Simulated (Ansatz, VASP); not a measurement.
## PtS2 in VASP and in Ansatz

```xyz
3
Lattice="3.5392 0.0000 0.0000 -1.7696 3.0650 0.0000 0.0000 0.0000 28.7200" Properties=species:S:1:pos:R:3 pbc="T T T"
S     0.0000    2.0433    6.9886
S     1.7696    1.0217    9.4714
Pt    0.0000    0.0000    8.2300
```

Alike in both runs: functional PBE; dispersion D4; k mesh 12 × 12 × 1; occupations gaussian, width 0.03 eV; no spin polarisation.

Ansatz relaxed the structure, and its values are those at the end. VASP's run is a single point on that final structure, the one shown.

|  | VASP | Ansatz |
| --- | --- | --- |
| version | VASP 6.6.1 | Ansatz 0.2.0 |
| potentials or method | VASP PAW PBE potentials, release 64 (S, Pt), cutoff 400 eV | scalar-relativistic, plane waves, PAW |
| valence electrons in the cell | 22 | 30 |

|  | VASP | Ansatz | Ansatz less VASP |
| --- | --- | --- | --- |
| gap on the k mesh at the Fermi level (eV) | 1.83 | 1.82 | -0.006 |
| least direct gap on the mesh (eV) | 1.98 | 1.97 | -0.006 |
| rms of the force components (eV/Å) | 0.022 | 0.000 | -0.0223 |

VASP's potentials hold 22 valence electrons a cell and Ansatz's 30, so a difference there can come from the potentials and not from the codes. Ansatz's warnings: slab cell height set, structure snapped to symmetry.

Neither program's run includes spin-orbit coupling.
